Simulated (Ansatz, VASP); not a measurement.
## Co in VASP and in Ansatz

```xyz
1
Lattice="0.0000 1.7349 1.7349 1.7349 0.0000 1.7349 1.7349 1.7349 0.0000" Properties=species:S:1:pos:R:3 pbc="T T T"
Co    0.0000    0.0000    0.0000
```

Alike in both runs: functional PBEsol; k mesh 15 × 15 × 15; occupations fermi-dirac, width 0.05 eV; collinear spin.

Ansatz relaxed the structure, and its values are those at the end. VASP's run is a single point on that final structure, the one shown.

|  | VASP | Ansatz |
| --- | --- | --- |
| version | VASP 6.6.1 | Ansatz 0.2.0 |
| potentials or method | VASP PAW PBE potentials, release 64 (Co), cutoff 520 eV | plane waves (420 eV) with PAW, scalar-relativistic |
| valence electrons in the cell | 9 | 17 |

VASP gave:

| Property | Result |
| --- | --- |
| pressure (GPa) | -0.9 |
| net moment per atom (μB) | 1.63 |
| size of the moment on the site where the two differ most (μB) | 1.63 |

Problem. Which values does Ansatz return?

Solution. Pressure (GPa): 0.0; net moment per atom (μB): 1.64; size of the moment on the site where the two differ most (μB): 1.70.

VASP's potentials were made for PBE, not for PBEsol, and Ansatz warns of the same on its side. Site moments also hang on the region over which each program counts them. The functional is the same, so the differences come from potentials, cutoffs and numerics. VASP's potentials hold 9 valence electrons a cell and Ansatz's 17, so a difference there can come from the potentials and not from the codes.
